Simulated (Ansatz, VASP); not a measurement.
# One calculation of B, two programs

```
CELL_PARAMETERS angstrom
1.78918 0.00000 0.00000
-0.89459 1.54948 0.00000
0.00000 0.00000 11.30132
ATOMIC_POSITIONS crystal
B 0.33333 0.66667 0.25000
B 0.66667 0.33333 0.75000
```

Alike in both runs: task single point; functional revPBE; k mesh 23 × 23 × 4; occupations fermi-dirac, width 0.1 eV; no spin polarisation.

```csv
,VASP,Ansatz
version,VASP 6.6.1,Ansatz 0.2.0
potentials or method,"VASP PAW PBE potentials, release 64 (B), cutoff 520 eV","plane waves (420 eV) with PAW, scalar-relativistic"
valence electrons in the cell,6,6
```

Ansatz gave:

| Item | Value |
| --- | --- |
| pressure (GPa) | -11.3 |
| traceless stress, the component that is largest in VASP (GPa) | 11.33 |

Which values does VASP return?

Pressure (GPa): -11.4; traceless stress, the component that is largest in VASP (GPa): 11.37.

VASP's potentials were made for PBE, not for revPBE.
